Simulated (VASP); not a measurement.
Na2Yb3P: single point with PBE

Na2Yb3P:

```xyz
6
Lattice="6.5917 0.0000 0.0000 -3.2958 5.7085 0.0000 0.0000 0.0000 5.7294" Properties=species:S:1:pos:R:3 pbc="T T T"
Na    0.0000    3.8057    0.0000
Na    3.2958    1.9028    0.0000
Yb    3.2958    0.0000    2.8647
Yb    1.6479    2.8543    2.8647
Yb   -1.6479    2.8543    2.8647
P     0.0000    0.0000    0.0000
```

The cell was built from a structure type or drawn by symmetry, and may not be a known phase.

* Program: VASP 6.6.1
* Task: single point
* Functional: PBE
* Potentials or basis: VASP PAW PBE potentials, release 64 (Na_pv, Yb, P)
* Cutoff: 520 eV
* k mesh: 6 × 6 × 8
* Occupations: gaussian, width 0.1 eV
* Spin: no spin polarisation

```json
{"Pressure": "0.4 GPa", "Band gap on the k mesh": "zero (an odd number of electrons rules out a gap without spin polarisation)"}
```

Stress tensor (GPa, compression positive):
```
0.38 0.00 0.00
0.00 0.38 0.00
0.00 0.00 0.50
```

Levels at points of the mesh, in eV from the Fermi level:
```tsv
k point	band 41	band 42	band 43	band 44	band 45	band 46	band 47	band 48	band 49	band 50
(0.00, 0.00, 0.00)	-0.22	-0.22	-0.22	-0.22	-0.22	-0.21	-0.08	0.07	0.12	1.14
(0.50, 0.00, 0.00)	-0.25	-0.24	-0.23	-0.23	-0.22	0.62	0.86	0.94	1.06	1.41
(0.00, 0.00, 0.50)	-0.26	-0.24	-0.24	-0.23	-0.23	-0.22	0.07	0.07	1.64	1.88
(0.50, 0.00, 0.50)	-0.26	-0.24	-0.23	-0.23	-0.22	-0.11	0.51	1.10	1.15	1.17
```

It took 20 min on 1 thread of Intel(R) Xeon(R) 6975P-C (Granite Rapids) (shared host), peak memory 0.58 GiB.

Caveat: spin-orbit coupling is left out, which moves the levels of the heavy elements. Spin polarisation is off, so any magnetic state and its effect on volume and gap are missing.
